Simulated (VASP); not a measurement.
Runs of VASP 6.6.1 on CaS. The structure is that of space group Fm-3m (No. 225), or close to it. The cells are those of the table. 

```csv
task,cell,k mesh,gap on the mesh (eV),pressure (GPa)
relaxation of cell and atoms,"relaxed to 40 GPa from a = 4.039 Å, angles 60.0°, 2 atoms",8 × 8 × 8,(b),40.0
single point,"a = 3.598 Å, angles 60.0°, 2 atoms",8 × 8 × 8,1.14,40.6
relaxation of cell and atoms,"relaxed from a = 4.039 Å, angles 60.0°, 2 atoms",8 × 8 × 8,2.38,0.0
single point,"a = 3.598 Å, angles 60.0°, 2 atoms",10 × 10 × 10,1.14,40.5
single point,"a = 4.039 Å, angles 60.0°, 2 atoms",8 × 8 × 8,2.38,0.1
relaxation of cell and atoms,"relaxed to 40 GPa from a = 3.598 Å, angles 60.0°, 2 atoms",10 × 10 × 10,(a),40.0
```

Alike in all rows: level PBE; potentials or basis VASP PAW PBE potentials, release 64 (Ca_sv, S); no spin polarisation; cutoff (eV) 500; smearing gaussian 0.01 eV.

**Question.** Fill in the values left out.

**Answer.** (a) 1.15; (b) 1.16.

Caveats: the cell is relaxed towards a set pressure, so the run minimises the enthalpy, not the energy (at least some runs); the cell stands under pressure (at least some runs).

A k mesh can miss the band edges.
